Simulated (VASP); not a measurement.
**In4Sb: relaxation of cell and atoms with PBE**

Crystal: In4Sb.

```
CELL_PARAMETERS angstrom
-3.49163 3.49163 3.49163
3.49163 -3.49163 3.49163
3.49163 3.49163 -3.49163
ATOMIC_POSITIONS crystal
In 0.50000 0.50000 0.50000
In 0.50000 0.00000 0.00000
In 0.00000 0.00000 0.50000
In 0.00000 0.50000 0.00000
Sb 0.00000 0.00000 0.00000
```

The cell was generated, and may not be a known phase.

| Property | Result |
| --- | --- |
| Program | VASP 6.6.1 |
| Task | relaxation of cell and atoms |
| Functional | PBE |
| Potentials or basis | VASP PAW PBE potentials, release 64 (In_d, Sb) |
| Cutoff | 600 eV |
| k mesh | 8 × 8 × 8 |
| Occupations | gaussian, width 0.1 eV |
| Spin | no spin polarisation |
| Dipole correction | no |
| Further INCAR settings | ALGO = Fast; EDIFF = 1e-06; IBRION = 2; EDIFFG = -0.01; NSW = 100; ISIF = 3 |

```yaml
Relaxed_volume: 35.63 Å³/atom
Relaxed_cell: a = 6.139 Å, b = 6.139 Å, c = 6.139 Å, α = 109.47°, β = 109.47°, γ = 109.47°
Space_group_after_relaxing_to_0.1_Å: Im-3m (No. 229)
Energy_gained_by_relaxing: 5.6 meV/atom
Ionic_steps: 3
Pressure_after_relaxing: 0.0 GPa
Band_gap_on_the_k_mesh: zero (an odd number of electrons rules out a gap without spin polarisation)
```

Step by step:
```tsv
step	energy change (eV)	largest force (eV/Å)	pressure (GPa)	volume (Å³)
1	0.0000	0.0000	1.19	170.27
2	-0.0270	0.0000	0.21	176.56
3	-0.0282	0.0000	0.01	178.14
```

Final structure:
```
In Sb
1.0
    -3.54458    3.54458    3.54458
     3.54458   -3.54458    3.54458
     3.54458    3.54458   -3.54458
In Sb
4 1
Direct
  0.50000 0.50000 0.50000
  0.50000 0.00000 0.00000
  0.00000 0.00000 0.50000
  0.00000 0.50000 0.00000
  0.00000 0.00000 0.00000
```

Levels at points of the mesh, in eV from the Fermi level:
```tsv
k point	band 25	band 26	band 27	band 28	band 29	band 30	band 31	band 32	band 33	band 34
(0.00, 0.00, 0.00)	-3.49	-3.29	-3.29	-3.29	-0.30	-0.30	-0.30	3.21	3.21	3.77
(0.50, 0.00, 0.00)	-3.90	-3.35	0.00	0.24	0.53	0.92	1.19	1.85	2.14	2.60
(0.50, 0.50, 0.50)	-2.13	-2.13	-1.04	0.80	0.80	0.80	1.25	1.25	1.25	2.20
```

It took 17 min on 1 thread of Intel(R) Xeon(R) Platinum 8259CL CPU @ 2.50GHz (Skylake/Cascade Lake), on a shared host, peak memory 0.45 GiB.

Caveat: spin-orbit coupling is left out, which moves the levels of the heavy elements.
